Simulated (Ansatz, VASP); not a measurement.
Two plane-wave programs on Si2B3

```
CELL_PARAMETERS angstrom
3.99406 0.00000 0.00000
0.00000 3.99406 0.00000
0.00000 0.00000 3.99406
ATOMIC_POSITIONS crystal
Si 0.50000 0.50000 0.50000
Si 0.00000 0.00000 0.00000
B 0.50000 0.00000 0.00000
B 0.00000 0.50000 0.00000
B 0.00000 0.00000 0.50000
```

Alike in both runs: functional PBE; k mesh 4 × 4 × 4; occupations gaussian, width 0.2 eV; no spin polarisation.

Ansatz relaxed the structure, and its values are those at the end. VASP's run is a single point on that final structure, the one shown.

|  | VASP | Ansatz |
| --- | --- | --- |
| version | VASP 6.6.1 | Ansatz 0.2.0 |
| potentials or method | VASP PAW PBE potentials, release 64 (Si, B), cutoff 500 eV | scalar-relativistic, plane waves, PAW |
| valence electrons in the cell | 17 | 17 |

Ansatz gave:

* gap on the k mesh at the Fermi level (eV): none
* pressure (GPa): 0.2

What did VASP give for the same quantities?

gap on the k mesh at the Fermi level (eV): none; pressure (GPa): 0.1.

A gap of «none» marks a metal or a gap that the smearing closes. The functional is the same, so the differences come from potentials, cutoffs and numerics.

The k mesh is coarse, so the values compare programs but aren't converged.
